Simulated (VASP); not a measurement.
# AlGa3N4 in VASP: further runs

The runs below take AlGa3N4 through single point, with PBEsol.

Program: VASP 6.6.1. These are calculated values, not measurements. Logs are shortened: lines on timing, memory, paths and dates and some standing lists are left out, and cuts for length are marked.

## 1. The cell of the first run

Symmetry: P-43m, No. 215, cubic system. The conventional cell has a = 4.468 Å, b = 4.468 Å, c = 4.468 Å, α = 90.00°, β = 90.00°, γ = 90.00°. Within 2.5 Å of Al (site symmetry -43m) lie 4 N at 1.90 Å. Ga (site symmetry -42m) has 4 N at 1.95 Å within 2.6 Å. N (site symmetry 3m) has 1 Al at 1.90 Å and 3 Ga at 1.95 Å within 2.5 Å.

## 2. Single point, PBEsol

INCAR reads:

```
ALGO = Normal ; EDIFF = 1E-6
ENCUT = 520 ; GGA = PS
ISIF = 2 ; ISMEAR = 0
LASPH = T ; LCHARG = T
LELF = T ; LREAL = F
LVHAR = T ; LWAVE = F
NBANDS = 41 ; NELM = 100
PREC = Accurate ; SIGMA = 0.02
```

KPOINTS reads:

```
k-points
0
Gamma
  6 6 6
```

POSCAR reads:

```
AlGa3N4
1.0
    4.4675724049      0.0000000000      0.0000000000
    0.0000000000      4.4675724049      0.0000000000
    0.0000000000      0.0000000000      4.4675724049
Al Ga N
1 3 4
Direct
    0.0000000000      0.0000000000      0.0000000000
    0.5000000000      0.5000000000      0.0000000000
    0.5000000000      0.0000000000      0.5000000000
    0.0000000000      0.5000000000      0.5000000000
    0.7550308532      0.7550308532      0.2449691468
    0.7550308532      0.2449691468      0.7550308532
    0.2449691468      0.7550308532      0.7550308532
    0.2449691468      0.2449691468      0.2449691468
```

Potentials or basis: VASP PAW PBE potentials, release 64 (Al, Ga_d, N).

Command:

```sh
cat potpaw_PBE.64/Al/POTCAR potpaw_PBE.64/Ga_d/POTCAR potpaw_PBE.64/N/POTCAR > POTCAR
mpirun -np 1 vasp_std > vasp.out
```

OUTCAR:

```text
EDIFF = 1E-6
   ENCUT = 520
   GGA = PS
   ISIF = 2
   ISMEAR = 0
   LASPH = T
   LREAL = F
   NELM = 100
   PREC = Accurate

 ion  position               nearest neighbor table
   1  0.000  0.000  0.000-   5 1.90   6 1.90   7 1.90   8 1.90
   2  0.500  0.500  0.000-   5 1.95   6 1.95   7 1.95   8 1.95
   3  0.500  0.000  0.500-   5 1.95   6 1.95   7 1.95   8 1.95
   4  0.000  0.500  0.500-   5 1.95   6 1.95   7 1.95   8 1.95
   5  0.755  0.755  0.245-   1 1.90   2 1.95   3 1.95   4 1.95
   6  0.755  0.245  0.755-   1 1.90   2 1.95   3 1.95   4 1.95
   7  0.245  0.755  0.755-   1 1.90   2 1.95   3 1.95   4 1.95
   8  0.245  0.245  0.245-   1 1.90   2 1.95   3 1.95   4 1.95

  LATTYP: Found a simple cubic cell.
 ALAT       =     4.4675724049

  Lattice vectors:

 A1 = (   4.4675724049,   0.0000000000,   0.0000000000)
 A2 = (   0.0000000000,   4.4675724049,   0.0000000000)
 A3 = (   0.0000000000,   0.0000000000,   4.4675724049)

Analysis of symmetry for initial positions (statically):
=====================================================================
 Subroutine PRICEL returns:
 Original cell was already a primitive cell.

 Routine SETGRP: Setting up the symmetry group for a
 simple cubic supercell.

 Subroutine GETGRP returns: Found 24 space group operations
 (whereof 24 operations were pure point group operations)
 out of a pool of 48 trial point group operations.

The static configuration has the point symmetry T_d .

Analysis of symmetry for dynamics (positions and initial velocities):
=====================================================================
 Subroutine PRICEL returns:
 Original cell was already a primitive cell.

 Routine SETGRP: Setting up the symmetry group for a
 simple cubic supercell.

 Subroutine GETGRP returns: Found 24 space group operations
 (whereof 24 operations were pure point group operations)
 out of a pool of 48 trial point group operations.

The dynamic configuration has the point symmetry T_d .

 Subroutine INISYM returns: Found 24 space group operations
 (whereof 24 operations are pure point group operations),
 and found     1 'primitive' translations

----------------------------------------------------------------------------------------

                                     Primitive cell

  volume of cell :      89.1692

[... 99 lines left out ...]
   IBRION =     -1    ionic relax: 0-MD 1-quasi-New 2-CG
   NFREE  =      0    steps in history (QN), initial steepest desc. (CG)
   ISIF   =      2    stress and relaxation
   ISYM   =      2    0-nonsym 1-usesym 2-fastsym
   POTIM  = 0.5000    time-step for ionic-motion
   TEBEG  =    0.0;   TEEND  =   0.0 temperature during run
   PSTRESS=    0.0 pullay stress
   NELECT =      62.0000    total number of electrons
   NUPDOWN=      -1.0000    fix difference up-down
   EMIN   =  10.00;   EMAX   =-10.00  energy-range for DOS
   EFERMI =   0.00;   METHOD = LEGACY
   ISMEAR =     0;   SIGMA  =   0.02  broadening in eV -4-tet -1-fermi 0-gaus
   EFERMI_NEDOS =   21; number of points for ismear=-14 and -15
   IALGO  =     38    algorithm
   IMIX   =      4    mixing-type and parameters
     AMIX     =   0.40;   BMIX     =  1.00
     AMIX_MAG =   1.60;   BMIX_MAG =  1.00
  volume/ion in A,a.u.               =      11.15        75.22
  Fermi-wavevector in a.u.,A,eV,Ry     =   1.450331  2.740728 28.619311  2.103460
  Thomas-Fermi vector in A             =   2.567955
   LORBIT       =      0    0 simple, 1 ext, 2 COOP (PROOUT), +10 PAW based schemes
   GGA     = PS    functional components
   LHFCALC =     F    Hartree Fock is set to
   AEXX    =    0.0000 exact exchange contribution
   IVDW    =     0    specifies the selected vdW correction
   LEPSILON=     F    determine dielectric tensor
   LRPA    =     F    only Hartree local field effects (RPA)
 non-spin polarized calculation
 Gauss-broadening in eV      SIGMA  =   0.02
  energy-cutoff  :      520.00
  volume of cell :       89.17
 maximum number of plane-waves:      2469
 NGX is ok and might be reduce to    36
   NGX = 17   NGY = 17   NGZ = 17

 number of electron      61.9999964 magnetization

 Free energy of the ion-electron system (eV)
  ---------------------------------------------------
  ext. energy  EPLUGINS =         0.00000000
  ---------------------------------------------------
  free energy    TOTEN  =       -54.96761432 eV

  energy without entropy =      -54.96761432  energy(sigma->0) =      -54.96761432

 E-fermi :   5.4400     XC(G=0): -11.7435

 val. band max:        5.3152206591   @ k =   0.0000   0.0000   0.0000
 cond. band min:       7.6248757780   @ k =   0.0000   0.0000   0.0000
 fundamental gap:      2.3096551189
 Fermi energy:         5.4399819613

 k-point     1 :       0.0000    0.0000    0.0000
  band No.  band energies     occupation
      1     -10.3709      2.00000
      2      -9.0710      2.00000
      3      -9.0710      2.00000
      4      -9.0710      2.00000
      5      -7.7978      2.00000
      6      -7.7764      2.00000
[... 869 lines left out ...]
     40      15.2201      0.00000
     41      15.2201      0.00000

------------------------ aborting loop because EDIFF is reached ----------------------------------------

  FORCE on cell =-STRESS in cart. coord.  units (eV):
  Direction    XX          YY          ZZ          XY          YZ          ZX
  --------------------------------------------------------------------------------------
  -------------------------------------------------------------------------------------
  Total       -0.0933446     -0.0933446     -0.0933446      0.0000000     -0.0000000      0.0000000
  in kB       -1.6772014     -1.6772014     -1.6772014      0.0000000     -0.0000000      0.0000000
  external PRESSURE =      -1.6772014 kB  Pullay stress =       0.0000000 kB

 VOLUME and BASIS-vectors are now :
 -----------------------------------------------------------------------------
  energy-cutoff  :      520.00
  volume of cell :       89.17
      direct lattice vectors                 reciprocal lattice vectors
     4.467572405  0.000000000  0.000000000     0.223835208  0.000000000  0.000000000
     0.000000000  4.467572405  0.000000000     0.000000000  0.223835208  0.000000000
     0.000000000  0.000000000  4.467572405     0.000000000  0.000000000  0.223835208

 POSITION                                       TOTAL-FORCE (eV/Angst)
 -----------------------------------------------------------------------------------
      0.00000      0.00000      0.00000        -0.000000     -0.000000     -0.000000
      2.23379      2.23379      0.00000        -0.000000     -0.000000     -0.000000
      2.23379      0.00000      2.23379        -0.000000     -0.000000     -0.000000
      0.00000      2.23379      2.23379        -0.000000     -0.000000     -0.000000
      3.37316      3.37316      1.09442        -0.004941     -0.004941      0.004941
      3.37316      1.09442      3.37316        -0.004941      0.004941     -0.004941
      1.09442      3.37316      3.37316         0.004941     -0.004941     -0.004941
      1.09442      1.09442      1.09442         0.004941      0.004941      0.004941
 -----------------------------------------------------------------------------------
    total drift:                               -0.000000     -0.000000     -0.000000

  FREE ENERGIE OF THE ION-ELECTRON SYSTEM (eV)
  ---------------------------------------------------
  free  energy   TOTEN  =       -54.9676143186 eV

  energy  without entropy=      -54.9676143186  energy(sigma->0) =      -54.96761432
```

OSZICAR:

```text
N       E                     dE             d eps       ncg     rms          rms(c)
DAV:   1     0.629795573092E+03    0.62980E+03   -0.28035E+04  1865   0.256E+03
DAV:   2     0.534319332138E+02   -0.57636E+03   -0.53739E+03  1744   0.642E+02
DAV:   3    -0.548770742751E+02   -0.10831E+03   -0.10520E+03  1851   0.195E+02
DAV:   4    -0.626008158287E+02   -0.77237E+01   -0.76550E+01  2273   0.547E+01
DAV:   5    -0.627889683607E+02   -0.18815E+00   -0.18787E+00  1952   0.861E+00    0.150E+01
DAV:   6    -0.548581483425E+02    0.79308E+01   -0.22794E+01  3064   0.578E+01    0.452E+00
DAV:   7    -0.550595747369E+02   -0.20143E+00   -0.37267E+00  1951   0.107E+01    0.387E+00
DAV:   8    -0.550096576481E+02    0.49917E-01   -0.55079E-01  2485   0.775E+00    0.116E+00
DAV:   9    -0.549667045845E+02    0.42953E-01   -0.17257E-01  2620   0.538E+00    0.439E-01
DAV:  10    -0.549675652180E+02   -0.86063E-03   -0.15582E-02  1978   0.748E-01    0.179E-01
DAV:  11    -0.549676087541E+02   -0.43536E-04   -0.18728E-03  2599   0.535E-01    0.259E-02
DAV:  12    -0.549676108692E+02   -0.21151E-05   -0.28312E-04  2497   0.205E-01    0.131E-02
DAV:  13    -0.549676142317E+02   -0.33625E-05   -0.30695E-05  2095   0.339E-02    0.516E-03
DAV:  14    -0.549676143186E+02   -0.86919E-07   -0.12936E-06  1365   0.838E-03
   1 F= -.54967614E+02 E0= -.54967614E+02  d E =-.197329E-20
```

It took 71 s on 1 thread of AMD EPYC 7R43 (Zen 3), shared host; peak memory 0.19 GiB.

Results:

| Item | Value |
| --- | --- |
| Free energy | -54.9676 eV |
| Pressure | -0.2 GPa |
| Largest force | 0.009 eV/Å |
| Band gap on the k mesh | 2.31 eV, direct |

Forces on the atoms (eV/Å):
```
Al   0.000  0.000  0.000
Ga   0.000  0.000  0.000
Ga   0.000  0.000  0.000
Ga   0.000  0.000  0.000
N   -0.005 -0.005  0.005
N   -0.005  0.005 -0.005
N    0.005 -0.005 -0.005
N    0.005  0.005  0.005
```

Levels at points of the mesh, in eV from the valence-band top:
| k point | band 29 | band 30 | band 31 | band 32 | band 33 | band 34 |
| --- | --- | --- | --- | --- | --- | --- |
| (0.00, 0.00, 0.00) | 0.00 | 0.00 | 0.00 | 2.31 | 3.33 | 3.33 |
| (0.50, 0.00, 0.00) | -1.49 | -1.20 | -1.20 | 4.84 | 4.94 | 6.14 |
| (0.50, 0.50, 0.00) | -0.94 | -0.94 | -0.63 | 6.66 | 6.84 | 6.84 |
| (0.50, 0.50, 0.50) | -0.68 | -0.68 | -0.68 | 4.93 | 4.93 | 4.93 |

Caveat: the PAW data sets were made with another functional, which shifts forces and pressure a little.

(Part 1 of 2 ends here.)
